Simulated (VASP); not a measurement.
Wanted: the native input for a VASP 6.6.1 run.

```yaml
Task: single point
Functional: LDA
Potentials_or_basis: VASP PAW LDA potentials, release 64 (Tc_pv)
Cutoff: 520 eV
k_mesh: 17 × 17 × 9
Occupations: fermi-dirac, width 0.08 eV
Spin: no spin polarisation
Dipole_correction: no
Further_INCAR_settings: ALGO = Normal; EDIFF = 1e-06; NBANDS = 20
```

The structure of Tc lies in POSCAR:

```
Tc
1.0
    2.7937393072      0.0000000000      0.0000000000
   -1.3968696536      2.4194492116      0.0000000000
    0.0000000000      0.0000000000      4.4842571930
Tc
2
Direct
    0.3333333333      0.6666666667      0.2500000000
    0.6666666667      0.3333333333      0.7500000000
```

The input as run:

INCAR

```
PREC     = Accurate       # precision mode
ENCUT    = 520            # plane-wave cutoff, eV
EDIFF    = 1E-6           # SCF threshold, eV
ISMEAR   = -1             # smearing method
SIGMA    = 0.08           # smearing width, eV
LREAL    = F              # projectors in reciprocal space
LASPH    = T              # aspherical terms in the spheres
NELM     = 60             # most SCF steps
ALGO     = Normal         # electronic algorithm
ISIF     = 2              # what is computed and relaxed
LWAVE    = F              # write WAVECAR
LCHARG   = F              # write CHGCAR
NBANDS   = 20             # bands
```

KPOINTS

```
regular mesh
0
Gamma
  17 17 9
```

Potentials or basis: VASP PAW LDA potentials, release 64 (Tc_pv).

Run with:

```console
$ cat potpaw_LDA.64/Tc_pv/POTCAR > POTCAR
$ mpirun -np 1 vasp_std > vasp.out
```

It gave:

| Item | Value |
| --- | --- |
| Pressure | -26.3 GPa |
| Band gap on the k mesh | zero (bands 13 and 14 overlap by 2.80 eV) |

Caveat: the cell stands under tension.

Wall time 98 s on 1 thread of Intel Xeon 8259CL, on a shared host, peak memory 0.2 GiB.
